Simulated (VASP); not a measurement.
## V: single point with PBEsol

Crystal: V.

```
V
1.0
     6.04000    0.00000    0.00000
     0.00000    6.04000    0.00000
     0.00000    0.00000    6.04000
V
16
Direct
  0.98647 0.05502 0.01990
  0.49257 0.07422 0.05639
  0.99187 0.56760 0.02414
  0.95974 0.03285 0.58465
  0.19247 0.30185 0.27914
  0.50262 0.51613 0.06248
  0.47709 0.09444 0.55836
  0.71848 0.28606 0.33990
  0.95142 0.61644 0.59020
  0.23103 0.79829 0.32179
  0.20179 0.29205 0.79671
  0.45982 0.53576 0.54725
  0.73854 0.78386 0.27240
  0.73911 0.32071 0.81288
  0.25791 0.79849 0.79821
  0.67071 0.77071 0.84407
```

```
Program                : VASP 6.6.1
Task                   : single point
Functional             : PBEsol
Potentials or basis    : VASP PAW PBE potentials, release 64 (V_sv)
Cutoff                 : 520 eV
k mesh                 : 2 × 2 × 2
Occupations            : fermi-dirac, width 0.17 eV
Spin                   : no spin polarisation
Dipole correction      : no
Further INCAR settings : LREAL = Auto; ALGO = Normal; EDIFF = 1e-07; NBANDS = 118
```

| Property | Result |
| --- | --- |
| Pressure | -4.1 GPa |
| Largest force | 2.466 eV/Å |
| Band gap on the k mesh | zero (band 104 reaches 9.88 eV, above the bottom of band 105 at 9.09 eV) |

Forces on the atoms (eV/Å):
```
V   -0.136 -0.659  1.736
V   -0.813 -0.931  0.481
V   -0.016 -0.701  1.530
V    0.141  0.545 -1.372
V    0.824  0.018  1.091
V   -1.863  0.707  0.506
V   -0.690 -1.973 -0.270
V    0.964  0.614 -1.344
V    0.468 -1.729 -1.383
V    0.030  0.526 -1.099
V    1.222  0.830 -0.006
V    0.013  0.565  0.008
V   -0.352  0.883  1.523
V   -0.824 -0.914 -0.339
V   -0.411  0.657  0.187
V    1.442  1.561 -1.250
```

Stress tensor (GPa, compression positive):
```
-4.19 -0.28  0.37
-0.28 -4.16 -0.11
 0.37 -0.11 -3.95
```

Levels at points of the mesh, in eV from the Fermi level:
```csv
k point,band 101,band 102,band 103,band 104,band 105,band 106,band 107,band 108
"(0.00, 0.00, 0.00)",0.23,0.31,0.36,0.41,0.45,0.48,0.54,0.65
"(0.50, 0.00, 0.00)",-0.28,-0.12,-0.02,0.07,0.14,0.16,0.25,0.37
"(0.00, 0.50, 0.00)",-0.23,-0.11,-0.07,0.03,0.12,0.16,0.18,0.31
"(0.00, 0.00, 0.50)",-0.21,-0.09,-0.01,0.00,0.08,0.15,0.25,0.28
"(0.50, 0.50, 0.00)",-0.37,-0.30,-0.27,-0.19,-0.11,-0.07,0.11,0.30
"(0.00, 0.50, 0.50)",-0.39,-0.34,-0.20,-0.17,-0.11,0.01,0.14,0.37
"(0.50, 0.00, 0.50)",-0.38,-0.32,-0.25,-0.14,-0.08,-0.03,0.09,0.16
"(0.50, 0.50, 0.50)",-0.63,-0.55,-0.51,-0.48,-0.38,-0.33,-0.26,-0.18
```

Wall time 18 min on 1 thread of Intel Xeon 8259CL, on a shared host, peak memory 0.41 GiB.

Caveat: the k points lie up to 0.52 Å⁻¹ apart; the PAW data sets were made with another functional, which shifts forces and pressure a little.
